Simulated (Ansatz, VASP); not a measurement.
## CuI in VASP and in Ansatz

Contents of INCAR:

```
PREC = Accurate
ENCUT = 520
EDIFF = 1E-7
ISMEAR = 0
SIGMA = 0.01
LREAL = False
LASPH = True
NELM = 80
ALGO = Normal
ISIF = 2
LWAVE = False
LCHARG = False
GGA = PS
NBANDS = 26
```

The input KPOINTS:

```
regular mesh
0
Gamma
  6 6 4
```

Contents of POSCAR:

```
CuI
1.0
    4.0229000000      0.0000000000      0.0000000000
    0.0000000000      4.0229000000      0.0000000000
    0.0000000000      0.0000000000      5.6506000000
Cu I
2 2
Direct
    0.0000000000      0.0000000000      0.0000000000
    0.5000000000      0.5000000000      0.0000000000
    0.0000000000      0.5000000000      0.2913000000
    0.5000000000      0.0000000000      0.7087000000
```

Input for Ansatz:

```yaml
crystal:
  lattice:
    - [4.0229, 0.0, 0.0]
    - [0.0, 4.0229, 0.0]
    - [0.0, 0.0, 5.6506]
  atoms:
    - { symbol: Cu, position: [0.0, 0.0, 0.0] }
    - { symbol: Cu, position: [0.5, 0.5, 0.0] }
    - { symbol: I, position: [0.0, 0.5, 0.2913] }
    - { symbol: I, position: [0.5, 0.0, 0.7087] }
basis:
  ecutwfc: 500.0
kpoints:
  mp_grid:
    grid: [6, 6, 4]
hamiltonian:
  xc: pbesol
scf:
  occupations:
    method: fixed
output:
  stress: true
```

Alike in both runs: task single point; functional PBEsol; k mesh 6 × 6 × 4; no spin polarisation.

|  | VASP | Ansatz |
| --- | --- | --- |
| version | VASP 6.6.1 | Ansatz 0.2.0 |
| potentials or method | VASP PAW PBE potentials, release 64 (Cu, I), cutoff 520 eV | plane waves, PAW |
| occupations | gaussian, width 0.01 eV | fixed |
| valence electrons in the cell | 36 | 72 |

```csv
,VASP,Ansatz,Ansatz less VASP
pressure (GPa),2.8,2.6,-0.15
"traceless stress, the component that is largest in VASP (GPa)",0.93,0.95,+0.012
```

VASP's potentials were made for PBE, not for PBEsol. VASP's potentials hold 36 valence electrons a cell and Ansatz's 72, so a difference there can come from the potentials and not from the codes.

Spin-orbit coupling is off throughout.
